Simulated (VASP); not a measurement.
# TaC3 (P6_3/mmc) in VASP: a series of runs

The runs below take TaC3 through single point, relaxation of cell and atoms, with PBE.

All numbers are computed with VASP 6.6.1; they aren't measurements. Logs are shortened: lines on timing, memory, paths and dates and some standing lists are left out, and cuts for length are marked.

### Step 1. The cell of the first run

It takes space group P6_3/mmc (No. 194, hexagonal). Conventional cell: a = 4.510 Å, b = 4.510 Å, c = 4.463 Å, α = 90.00°, β = 90.00°, γ = 120.00°. Ta (site symmetry -6m2) has 12 C at 2.29 to 2.40 Å within 3.0 Å. Within 2.0 Å of C (site symmetry mm2) lie 2 C at 1.52 Å.

### Step 2. Single point, PBE

INCAR

```
SYSTEM = TaC3
PREC = Accurate ; ENCUT = 520
EDIFF = 1E-6 ; ISMEAR = 0
SIGMA = 0.1 ; LREAL = .False.
LASPH = .True. ; NELM = 80
ALGO = Normal ; ISIF = 2
LWAVE = .False. ; LCHARG = .False.
GGA = PE ; NBANDS = 33
```

KPOINTS

```
regular mesh
0
Gamma
  6 6 4
  0 0 0
```

POSCAR

```
TaC3
1.0
    4.5101245890      0.0000000000      0.0000000000
   -2.2550622945      3.9058824683      0.0000000000
    0.0000000000      0.0000000000      4.4632801682
Ta C
2 6
Direct
    0.3333333333      0.6666666667      0.2500000000
    0.6666666667      0.3333333333      0.7500000000
    0.7790713958      0.5581427916      0.2500000000
    0.2209286042      0.7790713958      0.7500000000
    0.4418572084      0.2209286042      0.2500000000
    0.2209286042      0.4418572084      0.7500000000
    0.7790713958      0.2209286042      0.2500000000
    0.5581427916      0.7790713958      0.7500000000
```

Potentials or basis: VASP PAW PBE potentials, release 64 (Ta_pv, C).

On the command line:

```console
> cat potpaw_PBE.64/Ta_pv/POTCAR potpaw_PBE.64/C/POTCAR > POTCAR
> mpirun -np 1 vasp_std > vasp.out
```

OUTCAR:

```text
SYSTEM = TaC3
   PREC = Accurate
   ENCUT = 520
   EDIFF = 1E-6
   ISMEAR = 0
   LREAL = .False.
   LASPH = .True.
   NELM = 80
   ISIF = 2
   GGA = PE

 ion  position               nearest neighbor table
   1  0.333  0.667  0.250-   5 2.29   3 2.29   7 2.29   7 2.29   5 2.29   3 2.29   4 2.40   4 2.40
                             6 2.40   6 2.40   8 2.40   8 2.40   2 3.43   2 3.43   2 3.43   2 3.43
   2  0.667  0.333  0.750-   8 2.29   6 2.29   4 2.29   4 2.29   8 2.29   6 2.29   7 2.40   7 2.40
                             3 2.40   3 2.40   5 2.40   5 2.40   1 3.43   1 3.43   1 3.43   1 3.43
   3  0.779  0.558  0.250-   5 1.52   7 1.52   1 2.29   1 2.29   2 2.40   2 2.40
   4  0.221  0.779  0.750-   6 1.52   8 1.52   2 2.29   2 2.29   1 2.40   1 2.40
   5  0.442  0.221  0.250-   3 1.52   7 1.52   1 2.29   1 2.29   2 2.40   2 2.40
   6  0.221  0.442  0.750-   4 1.52   8 1.52   2 2.29   2 2.29   1 2.40   1 2.40
   7  0.779  0.221  0.250-   3 1.52   5 1.52   1 2.29   1 2.29   2 2.40   2 2.40
   8  0.558  0.779  0.750-   6 1.52   4 1.52   2 2.29   2 2.29   1 2.40   1 2.40

  LATTYP: Found a hexagonal cell.
 ALAT       =     4.5101245890
 C/A-ratio  =     0.9896134974

  Lattice vectors:

 A1 = (   4.5101245890,   0.0000000000,   0.0000000000)
 A2 = (  -2.2550622945,   3.9058824683,   0.0000000000)
 A3 = (   0.0000000000,   0.0000000000,   4.4632801682)

Analysis of symmetry for initial positions (statically):
=====================================================================
 Subroutine PRICEL returns:
 Original cell was already a primitive cell.

 Routine SETGRP: Setting up the symmetry group for a
 hexagonal supercell.

 Subroutine GETGRP returns: Found 24 space group operations
 (whereof 12 operations were pure point group operations)
 out of a pool of 24 trial point group operations.

The static configuration has the point symmetry D_3d.
 The point group associated with its full space group is D_6h.

Analysis of symmetry for dynamics (positions and initial velocities):
=====================================================================
 Subroutine PRICEL returns:
 Original cell was already a primitive cell.

 Routine SETGRP: Setting up the symmetry group for a
 hexagonal supercell.

 Subroutine GETGRP returns: Found 24 space group operations
 (whereof 12 operations were pure point group operations)
 out of a pool of 24 trial point group operations.

The dynamic configuration has the point symmetry D_3d.
 The point group associated with its full space group is D_6h.

 Subroutine INISYM returns: Found 24 space group operations
 (whereof 12 operations are pure point group operations),
 and found     1 'primitive' translations

----------------------------------------------------------------------------------------

                                     Primitive cell

  volume of cell :      78.6252

  direct lattice vectors                    reciprocal lattice vectors
     4.510124589  0.000000000  0.000000000     0.221723365  0.128012044  0.000000000
    -2.255062295  3.905882468  0.000000000     0.000000000  0.256024089  0.000000000
     0.000000000  0.000000000  4.463280168     0.000000000  0.000000000  0.224050466

  length of vectors
     4.510124589  4.510124589  4.463280168     0.256024089  0.256024089  0.224050466

  position of ions in fractional coordinates (direct lattice)
     0.333333333  0.666666667  0.250000000
     0.666666667  0.333333333  0.750000000
     0.779071396  0.558142792  0.250000000
     0.220928604  0.779071396  0.750000000
     0.441857208  0.220928604  0.250000000
     0.220928604  0.441857208  0.750000000
     0.779071396  0.220928604  0.250000000
     0.558142792  0.779071396  0.750000000

  ion indices of the primitive-cell ions
   primitive index   ion index
                 1           1
                 2           2
                 3           3
                 4           4
                 5           5
                 6           6
                 7           7
                 8           8

[... 48 lines left out ...]
   GGA     = PE    functional components
   LHFCALC =     F    Hartree Fock is set to
   AEXX    =    0.0000 exact exchange contribution
   IVDW    =     0    specifies the selected vdW correction
   LEPSILON=     F    determine dielectric tensor
   LRPA    =     F    only Hartree local field effects (RPA)
 non-spin polarized calculation
 Gauss-broadening in eV      SIGMA  =   0.10
  energy-cutoff  :      520.00
  volume of cell :       78.63
 maximum number of plane-waves:      2140
 NGX is ok and might be reduce to    36
   NGX = 17   NGY = 17   NGZ = 17

 number of electron      45.9999996 magnetization

 Free energy of the ion-electron system (eV)
  ---------------------------------------------------
  ext. energy  EPLUGINS =         0.00000000
  ---------------------------------------------------
  free energy    TOTEN  =       -69.55953207 eV

  energy without entropy =      -69.53484238  energy(sigma->0) =      -69.54718722

 E-fermi :   6.8008     XC(G=0): -12.2075

 val. band max:        6.7799692484   @ k =   0.5000  -0.0000   0.0000
 cond. band min:       6.8101723062   @ k =   0.5000  -0.0000   0.0000
 fundamental gap:      0.0302030578
 Fermi energy:         6.8007589266

 k-point     1 :       0.0000    0.0000    0.0000
  band No.  band energies     occupation
      1     -29.0948      2.00000
      2     -28.9147      2.00000
      3     -28.8367      2.00000
      4     -28.8367      2.00000
      5     -28.7186      2.00000
      6     -28.7186      2.00000
[... 25 lines left out ...]
     32      12.1721      0.00000
     33      12.2872      0.00000

 k-point     2 :       0.1667   -0.0000    0.0000
  band No.  band energies     occupation
      1     -29.0840      2.00000
      2     -28.9252      2.00000
      3     -28.8418      2.00000
      4     -28.8353      2.00000
      5     -28.7272      2.00000
      6     -28.7148      2.00000
[... 25 lines left out ...]
     32      12.1068      0.00000
     33      13.3403      0.00000
[... 646 lines left out ...]
     32      11.1629      0.00000
     33      11.8770      0.00000

 k-point    21 :       0.3333    0.3333    0.5000
  band No.  band energies     occupation
      1     -29.0795      2.00000
      2     -29.0795      2.00000
      3     -28.7844      2.00000
      4     -28.7844      2.00000
      5     -28.7396      2.00000
      6     -28.7396      2.00000
[... 25 lines left out ...]
     32      11.0028      0.00000
     33      12.1526      0.00000

------------------------ aborting loop because EDIFF is reached ----------------------------------------

  FORCE on cell =-STRESS in cart. coord.  units (eV):
  Direction    XX          YY          ZZ          XY          YZ          ZX
  --------------------------------------------------------------------------------------
  -------------------------------------------------------------------------------------
  Total        0.3662236      0.3662236      0.2622676      0.0000000     -0.0000000      0.0000000
  in kB        7.4626830      7.4626830      5.3443312      0.0000000     -0.0000000      0.0000000
  external PRESSURE =       6.7565658 kB  Pullay stress =       0.0000000 kB

 VOLUME and BASIS-vectors are now :
 -----------------------------------------------------------------------------
  energy-cutoff  :      520.00
  volume of cell :       78.63
      direct lattice vectors                 reciprocal lattice vectors
     4.510124589  0.000000000  0.000000000     0.221723365  0.128012044  0.000000000
    -2.255062295  3.905882468  0.000000000     0.000000000  0.256024089  0.000000000
     0.000000000  0.000000000  4.463280168     0.000000000  0.000000000  0.224050466

 POSITION                                       TOTAL-FORCE (eV/Angst)
 -----------------------------------------------------------------------------------
     -0.00000      2.60392      1.11582        -0.000000     -0.000000      0.000000
      2.25506      1.30196      3.34746        -0.000000      0.000000      0.000000
      2.25506      2.18004      1.11582         0.000000      0.101892     -0.000000
     -0.76044      3.04296      3.34746        -0.088241      0.050946      0.000000
      1.49462      0.86292      1.11582        -0.088241     -0.050946      0.000000
     -0.00000      1.72584      3.34746        -0.000000     -0.101892      0.000000
      3.01550      0.86292      1.11582         0.088241     -0.050946      0.000000
      0.76044      3.04296      3.34746         0.088241      0.050946      0.000000
 -----------------------------------------------------------------------------------
    total drift:                               -0.000000      0.000000      0.000000

  FREE ENERGIE OF THE ION-ELECTRON SYSTEM (eV)
  ---------------------------------------------------
  free  energy   TOTEN  =       -69.5595320680 eV

  energy  without entropy=      -69.5348423802  energy(sigma->0) =      -69.54718722
```

It took 91 s on 1 thread of AMD EPYC 7R13, shared host; peak memory 0.19 GiB.

What came out:

```
Free energy            : -69.5595 eV
Pressure               : 0.7 GPa
Largest force          : 0.102 eV/Å
Band gap on the k mesh : zero (bands 23 and 24 overlap by 2.44 eV)
```

Forces in eV/Å, atoms in the order of the input:
```
Ta   0.000  0.000  0.000
Ta   0.000  0.000  0.000
C    0.000  0.102  0.000
C   -0.088  0.051  0.000
C   -0.088 -0.051  0.000
C    0.000 -0.102  0.000
C    0.088 -0.051  0.000
C    0.088  0.051  0.000
```

Caveat: spin-orbit coupling is left out, which moves the levels of the heavy elements.

### Step 3. Single point, PBE

This run uses another cell than the first one, of 9.99 Å³/atom.

INCAR

```
SYSTEM = TaC3
ALGO = Normal ; EDIFF = 1E-6
ENCUT = 520 ; GGA = PE
ISIF = 2 ; ISMEAR = 0
LASPH = .TRUE. ; LCHARG = .FALSE.
LREAL = .FALSE. ; LWAVE = .FALSE.
NBANDS = 33 ; NELM = 100
PREC = Accurate ; SIGMA = 0.1
```

KPOINTS

```
k-points
0
G
  6 6 6
  0 0 0
```

POSCAR

```
TaC3
1.0
    4.8622531487      0.0000000000      0.0000000000
   -2.4311265744      4.2108347464      0.0000000000
    0.0000000000      0.0000000000      3.9027083601
Ta C
2 6
Direct
    0.3333333333      0.6666666667      0.2500000000
    0.6666666667      0.3333333333      0.7500000000
    0.8330000000      0.6660000000      0.2500000000
    0.1670000000      0.8330000000      0.7500000000
    0.3340000000      0.1670000000      0.2500000000
    0.1670000000      0.3340000000      0.7500000000
    0.8330000000      0.1670000000      0.2500000000
    0.6660000000      0.8330000000      0.7500000000
```

Potentials or basis: VASP PAW PBE potentials, release 64 (Ta_pv, C).

On the command line:

```console
> cat potpaw_PBE.64/Ta_pv/POTCAR potpaw_PBE.64/C/POTCAR > POTCAR
> mpirun -np 1 vasp_std > vasp.out
```

Run time: 2.1 min. Hardware: 1 thread of AMD EPYC 7R13, shared host; peak memory 0.19 GiB.

The run converged. Its results:

```yaml
Free_energy: -61.5879 eV
Pressure: -21.3 GPa
Largest_force: 0.267 eV/Å
Band_gap_on_the_k_mesh: zero (bands 23 and 24 overlap by 2.91 eV)
```

Forces in eV/Å, atoms in the order of the input:
```
Ta   0.000  0.000  0.000
Ta   0.000  0.000  0.000
C    0.000 -0.267  0.000
C    0.231 -0.133  0.000
C    0.231  0.133  0.000
C    0.000  0.267  0.000
C   -0.231  0.133  0.000
C   -0.231 -0.133  0.000
```

Stress tensor (GPa, compression positive):
```
-33.14   0.00   0.00
  0.00 -33.14   0.00
  0.00   0.00   2.28
```

Levels at points of the mesh, in eV from the Fermi level:
```tsv
k point	band 19	band 20	band 21	band 22	band 23	band 24	band 25	band 26	band 27	band 28
(0.00, 0.00, 0.00)	-3.14	-2.44	-2.44	-1.88	-1.88	0.40	1.09	1.09	1.79	2.69
(0.50, 0.00, 0.00)	-2.46	-2.37	-0.82	-0.69	-0.04	0.37	0.37	0.55	0.84	0.93
(0.00, 0.00, 0.50)	-2.29	-2.29	1.69	1.69	1.69	1.69	1.84	1.84	2.10	2.10
(0.50, 0.00, 0.50)	-1.91	-1.91	-1.39	-1.39	-0.80	-0.80	1.05	1.05	1.63	1.63
```

Caveat: the stress differs along the axes, from -33 to 2 GPa; spin-orbit coupling is left out, which moves the levels of the heavy elements.

### Step 4. Relaxation of cell and atoms, PBE

This run uses another cell than the first one, of 9.99 Å³/atom.

INCAR

```
SYSTEM = TaC3
PREC = Accurate ; ENCUT = 600
EDIFF = 1E-6 ; ISMEAR = 0
SIGMA = 0.1 ; LREAL = .FALSE.
LASPH = .TRUE. ; NELM = 80
ALGO = Normal ; ISIF = 3
LWAVE = .FALSE. ; LCHARG = .FALSE.
GGA = PE ; IBRION = 2
NSW = 90 ; EDIFFG = -0.04
```

KPOINTS

```
regular mesh
0
G
  6 6 4
  0 0 0
```

POSCAR is that of step 3.

On the command line:

```console
> cat potpaw_PBE.64/Ta_pv/POTCAR potpaw_PBE.64/C/POTCAR > POTCAR
> mpirun -np 1 vasp_std > vasp.out
```

It took 10 min on 1 thread of AMD EPYC 7R13, shared host; peak memory 0.23 GiB.

The run converged. Its results:

```yaml
Free_energy: -63.3896 eV
Relaxed_volume: 9.20 Å³/atom
Relaxed_cell: a = 4.449 Å, b = 4.449 Å, c = 4.293 Å, α = 90.00°, β = 90.00°, γ = 120.00°
Space_group_after_relaxing_to_0.1_Å: P6_3/mmc (No. 194)
Energy_gained_by_relaxing: 231.4 meV/atom
Ionic_steps: 10
Pressure_after_relaxing: 0.1 GPa
Largest_force_after_relaxing: 0.014 eV/Å
Band_gap_on_the_k_mesh: zero (bands 23 and 24 overlap by 2.37 eV)
```

Forces on the atoms (eV/Å):
```
Ta   0.000  0.000  0.000
Ta   0.000  0.000  0.000
C    0.000  0.014  0.000
C   -0.012  0.007  0.000
C   -0.012 -0.007  0.000
C    0.000 -0.014  0.000
C    0.012 -0.007  0.000
C    0.012  0.007  0.000
```

Step by step:
```csv
step,energy change (eV),largest force (eV/Å),pressure (GPa),volume (Å³)
1,0.0000,0.1353,-21.35,79.90
2,-0.9089,0.4720,34.91,65.21
3,-1.3154,0.1670,9.85,69.71
4,-1.7937,0.0267,7.77,71.19
5,-1.7986,0.0604,8.09,71.35
6,-1.7735,0.0597,-8.56,75.93
7,-1.8486,0.0050,0.05,73.35
8,-1.8486,0.0039,0.20,73.31
9,-1.8507,0.0054,0.16,73.43
10,-1.8516,0.0140,0.11,73.58
```

Final structure:
```xyz
8
Lattice="4.4487 0.0000 0.0000 -2.2244 3.8527 0.0000 0.0000 0.0000 4.2931" Properties=species:S:1:pos:R:3 pbc="T T T"
Ta    0.0000    2.5685    1.0733
Ta    2.2244    1.2842    3.2198
C     2.2243    2.5695    1.0733
C    -1.1131    3.2111    3.2198
C     1.1112    0.6416    1.0733
C     0.0000    1.2832    3.2198
C     3.3375    0.6416    1.0733
C     1.1131    3.2111    3.2198
```

Levels at points of the mesh, in eV from the Fermi level:
```
           k point  band 21  band 22  band 23  band 24  band 25  band 26
(0.00, 0.00, 0.00)    -3.01    -2.47    -2.47     1.55     2.06     2.43
(0.50, 0.00, 0.00)    -0.17    -0.15     0.11     0.68     0.83     0.89
(0.00, 0.00, 0.50)     1.81     1.81     1.81     1.81     2.07     2.07
(0.50, 0.00, 0.50)    -0.94    -0.94    -0.45    -0.45     0.65     0.65
```

Caveat: the k points lie up to 0.37 Å⁻¹ apart in the final cell, too coarse for converged energies and pressures of a metal; spin-orbit coupling is left out, which moves the levels of the heavy elements.

### Step 5. Single point, PBE

INCAR

```
SYSTEM = TaC3
PREC = Accurate ; ENCUT = 520
EDIFF = 1E-6 ; ISMEAR = 0
SIGMA = 0.1 ; LREAL = .False.
LASPH = .True. ; NELM = 60
ALGO = Normal ; ISIF = 2
LWAVE = .False. ; LCHARG = .False.
GGA = PE ; NBANDS = 33
```

KPOINTS

```
Automatic mesh
0
Gamma
  12 12 8
  0 0 0
```

POSCAR

```
TaC3
1.0
    4.4965556978      0.0000000000      0.0000000000
   -2.2482778489      3.8941314638      0.0000000000
    0.0000000000      0.0000000000      4.4887396322
Ta C
2 6
Direct
    0.3333333333      0.6666666667      0.2500000000
    0.6666666667      0.3333333333      0.7500000000
    0.7789616261      0.5579232521      0.2500000000
    0.2210383739      0.7789616261      0.7500000000
    0.4420767479      0.2210383739      0.2500000000
    0.2210383739      0.4420767479      0.7500000000
    0.7789616261      0.2210383739      0.2500000000
    0.5579232521      0.7789616261      0.7500000000
```

On the command line:

```console
> cat potpaw_PBE.64/Ta_pv/POTCAR potpaw_PBE.64/C/POTCAR > POTCAR
> mpirun -np 1 vasp_std > vasp.out
```

It took 8.2 min on 1 thread of AMD EPYC 7R13, shared host; peak memory 0.31 GiB.

Results (log left out):

```
Free energy            : -69.7636 eV
Pressure               : 0.9 GPa
Largest force          : 0.117 eV/Å
Band gap on the k mesh : zero (bands 23 and 24 overlap by 2.76 eV)
```

Forces in eV/Å, atoms in the order of the input:
```
Ta   0.000  0.000  0.000
Ta   0.000  0.000  0.000
C    0.000  0.117  0.000
C   -0.101  0.058  0.000
C   -0.101 -0.058  0.000
C    0.000 -0.117  0.000
C    0.101 -0.058  0.000
C    0.101  0.058  0.000
```

Stress tensor (GPa, compression positive):
```
1.04 0.00 0.00
0.00 1.04 0.00
0.00 0.00 0.64
```

Levels at points of the mesh, in eV from the Fermi level:
```
           k point  band 19  band 20  band 21  band 22  band 23  band 24  band 25  band 26  band 27  band 28
(0.00, 0.00, 0.00)    -3.85    -3.85    -1.93    -1.93    -1.92    -1.92     1.19     3.20     3.20     3.39
(0.50, 0.00, 0.00)    -3.46    -3.40    -3.09    -2.02     0.04     0.09     0.47     1.75     2.44     2.63
(0.00, 0.00, 0.50)    -3.79    -3.79     0.28     0.28     0.28     0.28     2.15     2.15     2.15     2.15
(0.50, 0.00, 0.50)    -3.75    -3.75    -0.35    -0.35     0.40     0.40     1.17     1.17     2.12     2.12
```

Caveat: spin-orbit coupling is left out, which moves the levels of the heavy elements.

### Step 6. Overview

| task | cell | k mesh | cutoff (eV) | gap on the mesh (eV) | pressure (GPa) | largest force (eV/Å) |
| --- | --- | --- | --- | --- | --- | --- |
| single point | a = 4.510, b = 4.510, c = 4.463 Å, angles 90.0, 90.0, 120.0°, 8 atoms, atomic positions A | 6 × 6 × 4 | 520 | none | 0.7 | 0.10 |
| single point | a = 4.862, b = 4.862, c = 3.903 Å, angles 90.0, 90.0, 120.0°, 8 atoms, atomic positions B | 6 × 6 × 6 | 520 | none | -21.3 | 0.27 |
| relaxation of cell and atoms | relaxed from a = 4.862, b = 4.862, c = 3.903 Å, angles 90.0, 90.0, 120.0°, 8 atoms, atomic positions B | 6 × 6 × 4 | 600 | none | 0.1 | 0.01 |
| single point | a = 4.497, b = 4.497, c = 4.489 Å, angles 90.0, 90.0, 120.0°, 8 atoms, atomic positions C | 12 × 12 × 8 | 520 | none | 0.9 | 0.12 |

Alike in all rows: level PBE; potentials or basis VASP PAW PBE potentials, release 64 (Ta_pv, C); no spin polarisation; smearing gaussian 0.1 eV.

Caveats: some runs use coarse meshes; spin-orbit coupling is left out, which moves the levels of the heavy elements; the stress differs along the axes, from -33 to 2 GPa (at least some runs).

Total energies depend on the potentials used, so only differences within one code and one set of settings carry meaning.

The gap in the log of VASP goes by the Fermi energy; the results here count the filled bands.